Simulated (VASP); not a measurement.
# SnTe: single point with HSE06

The system is SnTe.

```
Sn Te
1.0
     0.00000    3.58398    3.58398
     3.58398    0.00000    3.58398
     3.58398    3.58398    0.00000
Sn Te
1 1
Cartesian
  0.0000 0.0000 0.0000
  1.7920 1.7920 1.7920
```

| Item | Value |
| --- | --- |
| Program | VASP 6.6.1 |
| Task | single point |
| Functional | HSE06 |
| Potentials or basis | VASP PAW PBE potentials, release 64 (Sn_d, Te) |
| Cutoff | 400 eV |
| k mesh | 4 × 4 × 4 |
| Occupations | fermi-dirac, width 0.02 eV |
| Spin | no spin polarisation |

```
Pressure               : -0.2 GPa
Band gap on the k mesh : 0.29 eV (least direct gap 1.12 eV)
```

Levels at points of the mesh, in eV from the valence-band top:
```csv
k point,band 7,band 8,band 9,band 10,band 11,band 12,band 13,band 14
"(0.00, 0.00, 0.00)",-5.61,-2.37,-2.37,-2.37,1.29,1.29,1.29,4.45
"(0.50, 0.00, 0.00)",-7.89,-2.97,-2.97,-2.31,2.16,2.16,3.98,6.05
"(0.50, 0.50, 0.00)",-8.31,-3.71,-3.71,-0.83,0.29,4.55,4.55,5.91
```

It took 8.9 min on 1 thread of Intel(R) Xeon(R) 6975P-C (Granite Rapids) (shared host), peak memory 0.31 GiB.

Caveat: the structure was generated, so it needn't be the stable form of SnTe; the PAW data sets were made with another functional, which shifts forces and pressure a little; spin-orbit coupling is left out, which moves the levels of the heavy elements. A k mesh can miss the band edges.
